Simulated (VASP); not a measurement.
BaLi2S2, 5 atoms in the cell. The structure is trigonal, space group P-3m1 (No. 164). The conventional cell has a = 4.255 Å, b = 4.255 Å, c = 7.064 Å, α = 90.00°, β = 90.00°, γ = 120.00°. Ba (site symmetry -3m) has 6 S at 3.12 Å and 6 Li at 3.68 Å and 6 Ba at 4.26 Å within 4.3 Å. Within 3.2 Å of Li (site symmetry 3m) lie 4 S at 2.41 to 2.59 Å and 3 Li at 2.93 Å. Within 3.2 Å of S (site symmetry 3m) lie 4 Li at 2.41 to 2.59 Å and 3 Ba at 3.12 Å. 

```yaml
Program: VASP 6.6.1
Task: relaxation of shape and atoms at fixed volume
Functional: PBE
Potentials_or_basis: VASP PAW PBE potentials, release 64 (Ba_sv, Li_sv, S)
Cutoff: 600 eV
k_mesh: 6 × 6 × 4
Occupations: gaussian, width 0.02 eV
Spin: no spin polarisation
Dipole_correction: no
Further_INCAR_settings: ALGO = Normal; EDIFF = 1e-06; IBRION = 2; EDIFFG = -0.01; NSW = 50; ISIF = 4
```

Potentials or basis: VASP PAW PBE potentials, release 64 (Ba_sv, Li_sv, S).

The run is started by

```bash
$ cat potpaw_PBE.64/Ba_sv/POTCAR potpaw_PBE.64/Li_sv/POTCAR potpaw_PBE.64/S/POTCAR > POTCAR
$ mpirun -np 1 vasp_std > vasp.out
```

Hardware: 1 thread of Intel(R) Xeon(R) Platinum 8375C CPU @ 2.90GHz (Ice Lake), with other jobs on the host.

Q: Estimate the wall time of this run.

A: It took 2.4 min on 1 thread of Intel(R) Xeon(R) Platinum 8375C CPU @ 2.90GHz (Ice Lake), on a shared host, peak memory 0.29 GiB. Counts: scf iterations 31, k points 24, ion steps 4.
